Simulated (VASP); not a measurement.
# Cd4SeS3 (P3m1) in VASP: further runs

The runs below take Cd4SeS3 through single point, with PBE.

Program: VASP 6.6.1. These are calculated values, not measurements. Logs are shortened: lines on timing, memory, paths and dates and some standing lists are left out, and cuts for length are marked.

## Step 1: The cell of the first run

The structure is trigonal, space group P3m1 (No. 156). The conventional cell has a = 4.102 Å, b = 4.102 Å, c = 13.390 Å, α = 90.00°, β = 90.00°, γ = 120.00°. Within 3.3 Å of Cd (site symmetry 3m) lie 4 S at 2.49 to 2.58 Å. Within 3.3 Å of Cd (site symmetry 3m) lie 3 S at 2.49 Å and 1 Se at 2.58 Å. Cd (site symmetry 3m) has 4 S at 2.49 to 2.58 Å within 3.3 Å. Cd (site symmetry 3m) has 3 Se at 2.49 Å and 1 S at 2.58 Å within 3.3 Å. Se (site symmetry 3m) has 4 Cd at 2.49 to 2.58 Å within 3.3 Å. S (site symmetry 3m) has 4 Cd at 2.49 to 2.58 Å within 3.3 Å. Within 3.3 Å of S (site symmetry 3m) lie 4 Cd at 2.49 to 2.58 Å. Within 3.3 Å of S (site symmetry 3m) lie 4 Cd at 2.49 to 2.58 Å.

## Step 2: Single point, PBE

Input file INCAR:

```
  ALGO = Normal
  EDIFF = 1E-6
  ENCUT = 520
  GGA = PE
  ISIF = 2
  ISMEAR = 0
  LASPH = T
  LCHARG = F
  LREAL = F
  LWAVE = F
  NBANDS = 46
  NELM = 80
  PREC = Accurate
  SIGMA = 0.1
```

Input file KPOINTS:

```
k-points
0
Gamma
  6 6 2
```

Input file POSCAR:

```
Cd4SeS3
1.0
    4.1015982500      0.0000000000      0.0000000000
   -2.0507991300      3.5520882800      0.0000000000
    0.0000000000      0.0000000000     13.3896165800
Cd Se S
4 1 3
Direct
    0.3333333300      0.6666666700      0.0000000000
    0.3333333300      0.6666666700      0.5000000000
    0.6666666700      0.3333333300      0.2500000000
    0.6666666700      0.3333333300      0.7500000000
    0.3333333300      0.6666666700      0.6925000000
    0.3333333300      0.6666666700      0.1925000000
    0.6666666700      0.3333333300      0.4425000000
    0.6666666700      0.3333333300      0.9425000000
```

Potentials or basis: VASP PAW PBE potentials, release 64 (Cd, Se, S).

Launch:

```console
> cat potpaw_PBE.64/Cd/POTCAR potpaw_PBE.64/Se/POTCAR potpaw_PBE.64/S/POTCAR > POTCAR
> mpirun -np 1 vasp_std > vasp.out
```

OUTCAR:

```text
EDIFF = 1E-6
   ENCUT = 520
   GGA = PE
   ISIF = 2
   ISMEAR = 0
   LASPH = T
   LREAL = F
   NELM = 80
   PREC = Accurate

 ion  position               nearest neighbor table
   1  0.333  0.667  0.000-   8 2.49   8 2.49   8 2.49   6 2.58
   2  0.333  0.667  0.500-   7 2.49   7 2.49   7 2.49   5 2.58
   3  0.667  0.333  0.250-   6 2.49   6 2.49   6 2.49   7 2.58
   4  0.667  0.333  0.750-   5 2.49   5 2.49   5 2.49   8 2.58
   5  0.333  0.667  0.693-   4 2.49   4 2.49   4 2.49   2 2.58
   6  0.333  0.667  0.193-   3 2.49   3 2.49   3 2.49   1 2.58
   7  0.667  0.333  0.443-   2 2.49   2 2.49   2 2.49   3 2.58
   8  0.667  0.333  0.943-   1 2.49   1 2.49   1 2.49   4 2.58

  LATTYP: Found a hexagonal cell.
 ALAT       =     4.1015982500
 C/A-ratio  =     3.2644875885

  Lattice vectors:

 A1 = (   4.1015982500,   0.0000000000,   0.0000000000)
 A2 = (  -2.0507991300,   3.5520882800,   0.0000000000)
 A3 = (   0.0000000000,   0.0000000000,  13.3896165800)

Analysis of symmetry for initial positions (statically):
=====================================================================
 Subroutine PRICEL returns:
 Original cell was already a primitive cell.

 Routine SETGRP: Setting up the symmetry group for a
 hexagonal supercell.

 Subroutine GETGRP returns: Found  6 space group operations
 (whereof  6 operations were pure point group operations)
 out of a pool of 24 trial point group operations.

The static configuration has the point symmetry C_3v.

Analysis of symmetry for dynamics (positions and initial velocities):
=====================================================================
 Subroutine PRICEL returns:
 Original cell was already a primitive cell.

 Routine SETGRP: Setting up the symmetry group for a
 hexagonal supercell.

 Subroutine GETGRP returns: Found  6 space group operations
 (whereof  6 operations were pure point group operations)
 out of a pool of 24 trial point group operations.

The dynamic configuration has the point symmetry C_3v.

 Subroutine INISYM returns: Found  6 space group operations
 (whereof  6 operations are pure point group operations),
 and found     1 'primitive' translations

----------------------------------------------------------------------------------------

                                     Primitive cell

[... 94 lines left out ...]
   NSW    =      0    number of steps for IOM
   IBRION =     -1    ionic relax: 0-MD 1-quasi-New 2-CG
   NFREE  =      0    steps in history (QN), initial steepest desc. (CG)
   ISIF   =      2    stress and relaxation
   ISYM   =      2    0-nonsym 1-usesym 2-fastsym
   POTIM  = 0.5000    time-step for ionic-motion
   TEBEG  =    0.0;   TEEND  =   0.0 temperature during run
   PSTRESS=    0.0 pullay stress
   NELECT =      72.0000    total number of electrons
   NUPDOWN=      -1.0000    fix difference up-down
   EMIN   =  10.00;   EMAX   =-10.00  energy-range for DOS
   EFERMI =   0.00;   METHOD = LEGACY
   ISMEAR =     0;   SIGMA  =   0.10  broadening in eV -4-tet -1-fermi 0-gaus
   EFERMI_NEDOS =   21; number of points for ismear=-14 and -15
   IALGO  =     38    algorithm
   IMIX   =      4    mixing-type and parameters
     AMIX     =   0.40;   BMIX     =  1.00
     AMIX_MAG =   1.60;   BMIX_MAG =  1.00
  volume/ion in A,a.u.               =      24.38       164.56
  Fermi-wavevector in a.u.,A,eV,Ry     =   1.174313  2.219130 18.762595  1.379012
  Thomas-Fermi vector in A             =   2.310712
   LORBIT       =      0    0 simple, 1 ext, 2 COOP (PROOUT), +10 PAW based schemes
   GGA     = PE    functional components
   LHFCALC =     F    Hartree Fock is set to
   AEXX    =    0.0000 exact exchange contribution
   IVDW    =     0    specifies the selected vdW correction
   LEPSILON=     F    determine dielectric tensor
   LRPA    =     F    only Hartree local field effects (RPA)
 non-spin polarized calculation
 Gauss-broadening in eV      SIGMA  =   0.10
  energy-cutoff  :      520.00
  volume of cell :      195.08
 maximum number of plane-waves:      5296
 NGX is ok and might be reduce to    32
   NGX = 15   NGY = 15   NGZ = 49

 number of electron      71.9999990 magnetization

 Free energy of the ion-electron system (eV)
  ---------------------------------------------------
  ext. energy  EPLUGINS =         0.00000000
  ---------------------------------------------------
  free energy    TOTEN  =       -23.34523834 eV

  energy without entropy =      -23.34523834  energy(sigma->0) =      -23.34523834

 E-fermi :   2.1545     XC(G=0):  -9.3040

 val. band max:        1.6904985599   @ k =   0.0000   0.0000   0.0000
 cond. band min:       2.8562221260   @ k =   0.0000   0.0000   0.0000
 fundamental gap:      1.1657235661
 Fermi energy:         2.1544629052

 k-point     1 :       0.0000    0.0000    0.0000
  band No.  band energies     occupation
      1     -11.3863      2.00000
      2     -10.8396      2.00000
      3     -10.7209      2.00000
      4     -10.5438      2.00000
      5      -6.5509      2.00000
      6      -6.5509      2.00000
[... 675 lines left out ...]
     45       8.3959      0.00000
     46       8.5701      0.00000

------------------------ aborting loop because EDIFF is reached ----------------------------------------

  FORCE on cell =-STRESS in cart. coord.  units (eV):
  Direction    XX          YY          ZZ          XY          YZ          ZX
  --------------------------------------------------------------------------------------
  -------------------------------------------------------------------------------------
  Total        9.9788488      9.9788488      6.0925545     -0.0000000      0.0000000      0.0000000
  in kB       81.9569924     81.9569924     50.0385822     -0.0000001      0.0000000      0.0000000
  external PRESSURE =      71.3175223 kB  Pullay stress =       0.0000000 kB

 VOLUME and BASIS-vectors are now :
 -----------------------------------------------------------------------------
  energy-cutoff  :      520.00
  volume of cell :      195.08
      direct lattice vectors                 reciprocal lattice vectors
     4.101598250  0.000000000  0.000000000     0.243807399  0.140762268  0.000000000
    -2.050799130  3.552088280  0.000000000     0.000000000  0.281524535  0.000000000
     0.000000000  0.000000000 13.389616580     0.000000000  0.000000000  0.074684738

 POSITION                                       TOTAL-FORCE (eV/Angst)
 -----------------------------------------------------------------------------------
     -0.00000      2.36806      0.00000         0.000000      0.000000      0.324099
     -0.00000      2.36806      6.69481        -0.000000      0.000000     -0.282305
      2.05080      1.18403      3.34740        -0.000000      0.000000      0.297081
      2.05080      1.18403     10.04221         0.000000     -0.000000      1.020757
     -0.00000      2.36806      9.27231        -0.000000      0.000000     -0.437849
     -0.00000      2.36806      2.57750        -0.000000     -0.000000     -0.300617
      2.05080      1.18403      5.92491        -0.000000      0.000000     -0.393547
      2.05080      1.18403     12.61971         0.000000     -0.000000     -0.227619
 -----------------------------------------------------------------------------------
    total drift:                               -0.000004      0.000002      0.000463

  FREE ENERGIE OF THE ION-ELECTRON SYSTEM (eV)
  ---------------------------------------------------
  free  energy   TOTEN  =       -23.3452383385 eV

  energy  without entropy=      -23.3452383385  energy(sigma->0) =      -23.34523834
```

OSZICAR:

```text
N       E                     dE             d eps       ncg     rms          rms(c)
DAV:   1     0.528872460731E+03    0.52887E+03   -0.35215E+04  1288   0.145E+03
DAV:   2     0.785901783256E+01   -0.52101E+03   -0.50524E+03  1428   0.360E+02
DAV:   3    -0.249229620717E+02   -0.32782E+02   -0.32603E+02  1540   0.890E+01
DAV:   4    -0.253479486758E+02   -0.42499E+00   -0.42451E+00  1484   0.976E+00
DAV:   5    -0.253546462079E+02   -0.66975E-02   -0.66968E-02  1516   0.120E+00    0.171E+01
DAV:   6    -0.233929194237E+02    0.19617E+01   -0.41034E+00  1646   0.158E+01    0.131E+01
DAV:   7    -0.234082568021E+02   -0.15337E-01   -0.24634E+00  1408   0.648E+00    0.356E+00
DAV:   8    -0.233433182815E+02    0.64939E-01   -0.45915E-01  1440   0.487E+00    0.115E+00
DAV:   9    -0.233449257386E+02   -0.16075E-02   -0.51194E-02  1432   0.195E+00    0.357E-01
DAV:  10    -0.233448990679E+02    0.26671E-04   -0.37035E-03  1486   0.563E-01    0.140E-01
DAV:  11    -0.233451297857E+02   -0.23072E-03   -0.48111E-04  1440   0.116E-01    0.566E-02
DAV:  12    -0.233452341267E+02   -0.10434E-03   -0.15848E-04  1424   0.697E-02    0.273E-02
DAV:  13    -0.233452358127E+02   -0.16859E-05   -0.18657E-05  1524   0.385E-02    0.113E-02
DAV:  14    -0.233452382312E+02   -0.24185E-05   -0.55721E-06  1204   0.947E-03    0.131E-02
DAV:  15    -0.233452383385E+02   -0.10729E-06   -0.13089E-06  1054   0.849E-03
   1 F= -.23345238E+02 E0= -.23345238E+02  d E =-.707947E-12
```

stdout:

```text
POSCAR found type information on POSCAR CdSeS
 POSCAR found :  3 types and       8 ions
 scaLAPACK will be used
 LDA part: xc-table for (Slater+PW92), standard interpolation
 POSCAR, INCAR and KPOINTS ok, starting setup
 FFT: planning ... GRIDC
 FFT: planning ... GRID_SOFT
 FFT: planning ... GRID
 WAVECAR not read
 entering main loop
```

Wall time 1.9 min (1 thread of Intel Xeon Platinum 8488C (Sapphire Rapids), shared host); peak memory 0.36 GiB.

Results:

```yaml
Free_energy: -23.3452 eV
Pressure: 7.1 GPa
Largest_force: 1.021 eV/Å
Band_gap_on_the_k_mesh: 1.17 eV
```

Forces on the atoms (eV/Å):
```
Cd   0.000  0.000  0.324
Cd   0.000  0.000 -0.282
Cd   0.000  0.000  0.297
Cd   0.000  0.000  1.021
Se   0.000  0.000 -0.438
S    0.000  0.000 -0.301
S    0.000  0.000 -0.394
S    0.000  0.000 -0.228
```

Stress tensor (GPa, compression positive):
```
8.20 0.00 0.00
0.00 8.20 0.00
0.00 0.00 5.00
```

Caveat: the cell stands under pressure; forces of over 1 eV/Å act on the atoms, so gaps and moduli don't describe the material at rest.

## Step 3: Single point, PBE

This run uses another cell than the first one, of 26.94 Å³/atom.

Input file INCAR:

```
SYSTEM = Cd4SeS3
PREC     = Accurate       ! precision mode
ENCUT    = 520            ! plane-wave cutoff, eV
EDIFF    = 1E-6           ! SCF threshold, eV
ISMEAR   = 0              ! smearing method
SIGMA    = 0.1            ! smearing width, eV
LREAL    = .False.        ! projectors in reciprocal space
LASPH    = .True.         ! aspherical terms in the spheres
NELM     = 80             ! most SCF steps
ALGO     = Normal         ! electronic algorithm
ISIF     = 2              ! what is computed and relaxed
LWAVE    = .False.        ! write WAVECAR
LCHARG   = .False.        ! write CHGCAR
GGA      = PE             ! functional
NBANDS   = 46             ! bands
```

Input file KPOINTS:

```
regular mesh
0
Gamma
  6 6 2
  0 0 0
```

Input file POSCAR:

```
Cd4SeS3
1.0
    4.2413339754      0.0000000030      0.0000000000
   -2.1206669903      3.6731029672      0.0000000000
    0.0000000000      0.0000000000     13.8334183850
Cd Se S
4 1 3
Direct
    0.3333333333      0.6666666667      0.0048685968
    0.3333333333      0.6666666667      0.4943536227
    0.6666666667      0.3333333333      0.2495612007
    0.6666666667      0.3333333333      0.7605015112
    0.3333333333      0.6666666667      0.6883083854
    0.3333333333      0.6666666667      0.1908241534
    0.6666666667      0.3333333333      0.4354987292
    0.6666666667      0.3333333333      0.9460838007
```

Potentials or basis: VASP PAW PBE potentials, release 64 (Cd, Se, S).

Launch:

```console
> cat potpaw_PBE.64/Cd/POTCAR potpaw_PBE.64/Se/POTCAR potpaw_PBE.64/S/POTCAR > POTCAR
> mpirun -np 1 vasp_std > vasp.out
```

Wall time 1.9 min (1 thread of Intel Xeon Platinum 8488C (Sapphire Rapids), shared host); peak memory 0.38 GiB.

The run converged. Its results:

| Quantity | Value |
| --- | --- |
| Free energy | -23.8960 eV |
| Pressure | 0.3 GPa |
| Largest force | 0.012 eV/Å |
| Band gap on the k mesh | 0.74 eV |

Forces on the atoms (eV/Å):
```
Cd   0.000  0.000 -0.003
Cd   0.000  0.000 -0.011
Cd   0.000  0.000 -0.006
Cd   0.000  0.000  0.000
Se   0.000  0.000  0.007
S    0.000  0.000  0.003
S    0.000  0.000  0.012
S    0.000  0.000 -0.002
```

Levels at points of the mesh, in eV from the valence-band top:
| k point | band 32 | band 33 | band 34 | band 35 | band 36 | band 37 | band 38 | band 39 | band 40 | band 41 |
| --- | --- | --- | --- | --- | --- | --- | --- | --- | --- | --- |
| (0.00, 0.00, 0.00) | -0.52 | -0.52 | -0.27 | 0.00 | 0.00 | 0.74 | 2.29 | 2.34 | 2.62 | 5.68 |
| (0.50, 0.00, 0.00) | -1.52 | -1.46 | -1.34 | -1.31 | -0.78 | 3.08 | 3.09 | 3.26 | 3.53 | 4.77 |
| (0.00, 0.00, 0.50) | -0.79 | -0.46 | -0.46 | -0.01 | -0.01 | 1.63 | 1.67 | 2.34 | 2.61 | 5.78 |
| (0.50, 0.00, 0.50) | -1.73 | -1.31 | -1.19 | -1.16 | -0.83 | 2.90 | 2.94 | 3.48 | 3.59 | 5.06 |
